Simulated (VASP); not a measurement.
Set up this calculation in VASP 6.6.1, as the native input.

| Item | Value |
| --- | --- |
| Task | single point |
| Functional | r2SCAN |
| Potentials or basis | VASP PAW PBE potentials, release 64 (Ta_pv) |
| Cutoff | 520 eV |
| k mesh | 22 × 22 × 22 |
| Occupations | gaussian, width 0.15 eV |
| Spin | no spin polarisation |
| Dipole correction | no |
| Further INCAR settings | ALGO = Normal; EDIFF = 1e-07; NBANDS = 12 |

The system is Ta.

```
CELL_PARAMETERS angstrom
-1.65128 1.65128 1.65128
1.65128 -1.65128 1.65128
1.65128 1.65128 -1.65128
ATOMIC_POSITIONS crystal
Ta 0.00000 0.00000 0.00000
```

The input as run:

POSCAR

```
Ta
1.0
   -1.6512800000      1.6512800000      1.6512800000
    1.6512800000     -1.6512800000      1.6512800000
    1.6512800000      1.6512800000     -1.6512800000
Ta
1
Direct
    0.0000000000      0.0000000000      0.0000000000
```

INCAR.step1

```
PREC = Accurate ; ENCUT = 520
ISMEAR = 0 ; SIGMA = 0.15
LREAL = False ; LASPH = True
NELM = 100 ; NBANDS = 12
GGA = PE ; ALGO = Normal
EDIFF = 1E-4 ; LWAVE = True
LCHARG = False
```

INCAR.step2

```
PREC = Accurate ; ENCUT = 520
EDIFF = 1E-7 ; ISMEAR = 0
SIGMA = 0.15 ; LREAL = False
LASPH = True ; NELM = 100
ALGO = Normal ; ISIF = 2
LWAVE = False ; LCHARG = True
METAGGA = R2SCAN ; LMIXTAU = True
LELF = True ; LVHAR = True
NBANDS = 12 ; ISTART = 1
```

KPOINTS

```
Automatic mesh
0
Gamma
  22 22 22
```

Potentials or basis: VASP PAW PBE potentials, release 64 (Ta_pv).

Run with:

```console
$ cat potpaw_PBE.64/Ta_pv/POTCAR > POTCAR
$ cp INCAR.step1 INCAR
$ mpirun -np 1 vasp_std > vasp.out
$ cp INCAR.step2 INCAR
$ mpirun -np 1 vasp_std > vasp.out
```

It gave:

```json
{"Pressure": "1.3 GPa"}
```

Caveat: the PAW data sets were made with another functional, which shifts forces and pressure a little.

It took 5.1 min on 1 thread of Intel(R) Xeon(R) Platinum 8259CL CPU @ 2.50GHz (Skylake/Cascade Lake) (shared host), peak memory 0.2 GiB.
